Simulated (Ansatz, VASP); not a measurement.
**Two plane-wave programs on GaN**

```
CELL_PARAMETERS angstrom
3.18280 0.00000 0.00000
-1.59140 2.75639 0.00000
0.00000 0.00000 5.18520
ATOMIC_POSITIONS crystal
Ga 0.66667 0.33333 0.49917
Ga 0.33333 0.66667 0.99917
N 0.66667 0.33333 0.87583
N 0.33333 0.66667 0.37583
```

Alike in both runs: functional PBEsol; k mesh 9 × 9 × 6; occupations gaussian, width 0.02 eV; no spin polarisation.

Ansatz relaxed the structure, and its values are those at the end. VASP's run is a single point on that final structure, the one shown.

|  | VASP | Ansatz |
| --- | --- | --- |
| version | VASP 6.6.1 | Ansatz 0.2.0 |
| potentials or method | VASP PAW PBE potentials, release 64 (Ga_d, N), cutoff 520 eV | scalar-relativistic, plane waves, PAW |
| valence electrons in the cell | 36 | 36 |

|  | VASP | Ansatz | Ansatz less VASP |
| --- | --- | --- | --- |
| gap on the k mesh at the Fermi level (eV) | 1.89 | 1.88 | -0.018 |
| least direct gap on the mesh (eV) | 1.89 | 1.88 | -0.018 |
| pressure (GPa) | -0.2 | 0.0 | +0.14 |

VASP's potentials were made for PBE, not for PBEsol.
